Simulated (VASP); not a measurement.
Runs of VASP 6.6.1 on InP3. The structure is that of space group R-3m (No. 166), or close to it. The cells are those of the table. 

```csv
cell,gap on the mesh (eV),pressure (GPa),largest force (eV/Å)
"a = 5.480 Å, angles 85.4°, 8 atoms",none,-2.5,0.41
"a = 5.529 Å, angles 93.1°, 8 atoms",none,-6.9,0.67
"a = 5.537 Å, angles 88.5°, 8 atoms",none,(a),0.58
"a = 5.563 Å, angles 83.8°, 8 atoms",none,-4.5,0.80
"a = 5.386 Å, angles 91.7°, 8 atoms",none,(b),0.33
"a = 5.460 Å, angles 90.1°, 8 atoms",none,-4.0,0.37
"a = 5.616 Å, angles 86.9°, 8 atoms",none,(c),0.86
"a = 5.601 Å, angles 91.5°, 8 atoms",none,-8.7,0.81
```

Alike in all rows: task single point; level PBEsol; potentials or basis VASP PAW PBE potentials, release 64 (In_d, P); no spin polarisation; k mesh 6 × 6 × 6; cutoff (eV) 520; smearing gaussian 0.15 eV.

Problem. Estimate the missing entries.

Solution. (a) -6.2; (b) -1.4; (c) -7.8.

Caveats: the PAW data sets were made with another functional, which shifts forces and pressure a little; spin-orbit coupling is left out, which moves the levels of the heavy elements; semilocal functionals underestimate gaps, so a narrow gap can read as zero (at least some runs); the cell stands under tension (at least some runs).

A k mesh can miss the band edges, and the runs leave out spin-orbit coupling on In.

A gap of «none» marks levels without a gap at the run's occupations.
